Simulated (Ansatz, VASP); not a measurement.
# Two plane-wave programs on Ga

File INCAR:

```
SYSTEM = Ga
ALGO = Normal
EDIFF = 1E-7
ENCUT = 520
GGA = PS
ISIF = 2
ISMEAR = -1
LASPH = .True.
LCHARG = .False.
LREAL = .False.
LWAVE = .False.
NBANDS = 26
NELM = 100
PREC = Accurate
SIGMA = 0.1
```

Contents of KPOINTS:

```
k-points
0
Gamma
  9 9 12
  0 0 0
```

POSCAR

```
Ga
1.0
    4.7275189624      0.0000000000      0.0000000000
   -2.3637594812      4.0941515183      0.0000000000
    0.0000000000      0.0000000000      3.0233358933
Ga
3
Direct
    1.0000000000      1.0000000000      0.0000000000
    0.3333333333      0.6666666667      0.5000000000
    0.6666666667      0.3333333333      0.5000000000
```

Input for Ansatz:

```yaml
crystal:
  lattice:
    - [4.7275189624, 0.0, 0.0]
    - [-2.3637594812, 4.0941515183, 0.0]
    - [0.0, 0.0, 3.0233358933]
  atoms:
    - { symbol: Ga, position: [1.0, 1.0, 0.0] }
    - { symbol: Ga, position: [0.3333333333, 0.6666666667, 0.5] }
    - { symbol: Ga, position: [0.6666666667, 0.3333333333, 0.5] }
hamiltonian:
  xc: pbesol
  pseudopotentials:
    kind: paw
    azcp:
      Ga: "pseudopotentials/Ga.paw.azcp"
basis:
  ecutwfc: 420
  fft_grid_basis: typed
kpoints:
  mp_grid: { grid: [9, 9, 12], shift: [0, 0, 0] }
magnetization:
  spin_polarized: false
scf:
  occupations: { method: fermi_dirac, width: 0.1 }
  lower_state_search: "off"
output:
  stress: true
```

Alike in both runs: task single point; functional PBEsol; k mesh 9 × 9 × 12; occupations fermi-dirac, width 0.1 eV; no spin polarisation.

|  | VASP | Ansatz |
| --- | --- | --- |
| version | VASP 6.6.1 | Ansatz 0.2.0 |
| potentials or method | VASP PAW PBE potentials, release 64 (Ga_d), cutoff 520 eV | plane waves (420 eV) with PAW, scalar-relativistic |
| valence electrons in the cell | 39 | 39 |

VASP gave:

| Item | Value |
| --- | --- |
| pressure (GPa) | -3.5 |
| traceless stress, the component that is largest in VASP (GPa) | -0.17 |

Q: Estimate Ansatz's values.

A: Pressure (GPa): -3.6; traceless stress, the component that is largest in VASP (GPa): -0.17.

VASP's potentials were made for PBE, not for PBEsol, and Ansatz warns of the same on its side.
